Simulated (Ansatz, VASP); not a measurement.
## TiSi2 in VASP and in Ansatz

INCAR

```
ALGO = Normal ; EDIFF = 1E-8
ENCUT = 520 ; GGA = PE
ISIF = 2 ; ISMEAR = -1
LASPH = T ; LCHARG = F
LEFG = T ; LREAL = F
LWAVE = F ; NBANDS = 29
NELM = 100 ; PREC = Accurate
SIGMA = 0.08
```

Contents of KPOINTS:

```
k-points
0
Gamma
  8 8 8
```

Contents of POSCAR:

```
TiSi2
1.0
    0.0000000000      4.1591800000      4.2615000000
    2.4103650000      0.0000000000      4.2615000000
    2.4103650000      4.1591800000      0.0000000000
Ti Si
2 4
Direct
    0.7500000000      0.7500000000      0.7500000000
    0.5000000000      0.5000000000      0.5000000000
    0.0830000000      0.4170000000      0.0830000000
    0.4170000000      0.0830000000      0.4170000000
    0.1670000000      0.8330000000      0.1670000000
    0.8330000000      0.1670000000      0.8330000000
```

Input for Ansatz:

```yaml
crystal:
  lattice:
    - [0.0, 4.15918, 4.2615]
    - [2.410365, 0.0, 4.2615]
    - [2.410365, 4.15918, 0.0]
  atoms:
    - { symbol: Ti, position: [0.75, 0.75, 0.75] }
    - { symbol: Ti, position: [0.5, 0.5, 0.5] }
    - { symbol: Si, position: [0.083, 0.417, 0.083] }
    - { symbol: Si, position: [0.417, 0.083, 0.417] }
    - { symbol: Si, position: [0.167, 0.833, 0.167] }
    - { symbol: Si, position: [0.833, 0.167, 0.833] }
kpoints:
  mp_grid: { grid: [8, 8, 8] }
scf:
  occupations: { method: fermi_dirac, width: 0.08 }
hamiltonian:
  xc: pbe
  pseudopotentials: { kind: all_electron, datasets: crystal }
output:
  forces: true
  stress: true
  eigenvalues: true
  efg: { contact_densities: true }
```

Change from the starting cell: equal xx and yy strain of +1 %, crystal datasets.

Alike in both runs: task electric field gradients; functional PBE; k mesh 8 × 8 × 8; occupations fermi-dirac, width 0.08 eV; no spin polarisation.

|  | VASP | Ansatz |
| --- | --- | --- |
| version | VASP 6.6.1 | Ansatz 0.2.0 |
| potentials or method | VASP PAW PBE potentials, release 64 (Ti_sv, Si), cutoff 520 eV | all-electron PAW with datasets made for the crystal, scalar-relativistic |

```csv
,VASP,Ansatz,Ansatz less VASP
pressure (GPa),-0.4,-0.3,+0.04
"traceless stress, the component that is largest in VASP (GPa)",1.39,1.39,-0.002
rms of the force components (eV/Å),0.086,0.086,-0.0005
size of Vzz on the site where it differs most (V/Å²),12.9,13.9,+1.09
```

Atom by atom the forces differ by 0.000 eV/Å (rms over components). Ansatz ran all-electron here, and VASP with PAW potentials.
